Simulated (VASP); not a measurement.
A run of VASP 6.6.1 is set up as follows.

File INCAR:

```
SYSTEM = In3Sb
PREC = Accurate
ENCUT = 520
EDIFF = 1E-6
ISMEAR = 1
SIGMA = 0.1
LREAL = .False.
LASPH = .True.
NELM = 100
ALGO = Normal
ISIF = 2
LWAVE = .False.
LCHARG = .False.
GGA = PS
NBANDS = 30
```

Contents of KPOINTS:

```
regular mesh
0
Gamma
  4 4 4
  0 0 0
```

POSCAR

```
In3Sb
1.0
    4.8369620000      0.0000000000      0.0000000000
    0.0000000000      4.8369620000      0.0000000000
    0.0000000000      0.0000000000      4.8369620000
In Sb
3 1
Direct
    0.5000000000      0.5000000000      0.0000000000
    0.5000000000      0.0000000000      0.5000000000
    0.0000000000      0.5000000000      0.5000000000
    0.0000000000      0.0000000000      0.0000000000
```

Potentials or basis: VASP PAW PBE potentials, release 64 (In_d, Sb).

The run is started by

```console
$ cat potpaw_PBE.64/In_d/POTCAR potpaw_PBE.64/Sb/POTCAR > POTCAR
$ mpirun -np 1 vasp_std > vasp.out
```

Task: Estimate the band gap on the k mesh.

Result: Zero (band 22 reaches 7.02 eV, above the bottom of band 23 at 3.61 eV).

Task: Predict the pressure.

Result: -3.1 GPa.

Caveat: the PAW data sets were made with another functional, which shifts forces and pressure a little; spin-orbit coupling is left out, which moves the levels of the heavy elements.
